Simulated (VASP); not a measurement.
Write the native input for VASP 6.6.1 that does the following.

* Task: single point
* Functional: HSE06
* Potentials or basis: VASP PAW PBE potentials, release 64 (Na_pv, F)
* Cutoff: 520 eV
* k mesh: 6 × 6 × 6
* Occupations: gaussian, width 0.01 eV
* Spin: no spin polarisation
* Dipole correction: no
* Grid for exact exchange (PRECFOCK): Normal
* Further INCAR settings: ALGO = Normal; EDIFF = 1e-07; NBANDS = 14
* Share of exact exchange: 0.25
* Screening parameter: 0.2079 1/Å

The system is NaF.

```
Na F
1.0
     0.00000    2.29717    2.29717
     2.29717    0.00000    2.29717
     2.29717    2.29717    0.00000
Na F
1 1
Direct
  0.00000 0.00000 0.00000
  0.50000 0.50000 0.50000
```

The input as run:

POSCAR

```
NaF
1.0
    0.0000000000      2.2971680799      2.2971680799
    2.2971680799      0.0000000000      2.2971680799
    2.2971680799      2.2971680799      0.0000000000
Na F
1 1
Direct
    0.0000000000      0.0000000000      0.0000000000
    0.5000000000      0.5000000000      0.5000000000
```

INCAR.step1

```
SYSTEM = NaF
PREC = Accurate
ENCUT = 520
EDIFF = 1E-5
ISMEAR = 0
SIGMA = 0.01
LREAL = .FALSE.
LASPH = .TRUE.
NELM = 80
ALGO = Normal
ISIF = 2
LWAVE = .TRUE.
LCHARG = .FALSE.
NBANDS = 14
GGA = PE
```

INCAR.step2

```
SYSTEM = NaF
PREC = Accurate
ENCUT = 520
EDIFF = 1E-7
ISMEAR = 0
SIGMA = 0.01
LREAL = .FALSE.
LASPH = .TRUE.
NELM = 80
ALGO = Normal
ISIF = 2
LWAVE = .FALSE.
LCHARG = .FALSE.
GGA = PE
LHFCALC = .TRUE.
HFSCREEN = 0.2079
PRECFOCK = Normal
NBANDS = 14
ISTART = 1
```

KPOINTS

```
Automatic mesh
0
G
  6 6 6
  0 0 0
```

Potentials or basis: VASP PAW PBE potentials, release 64 (Na_pv, F).

Launch:

```bash
$ cat potpaw_PBE.64/Na_pv/POTCAR potpaw_PBE.64/F/POTCAR > POTCAR
$ cp INCAR.step1 INCAR
$ mpirun -np 1 vasp_std > vasp.out
$ cp INCAR.step2 INCAR
$ mpirun -np 1 vasp_std > vasp.out
```

It gave:

The pressure is 1.6 GPa and the band gap on the k mesh is 8.60 eV.

Caveat: the PAW data sets were made with another functional, which shifts forces and pressure a little.

It took 28 min on 1 thread of AMD EPYC 7571, with other jobs on the host, peak memory 0.21 GiB.
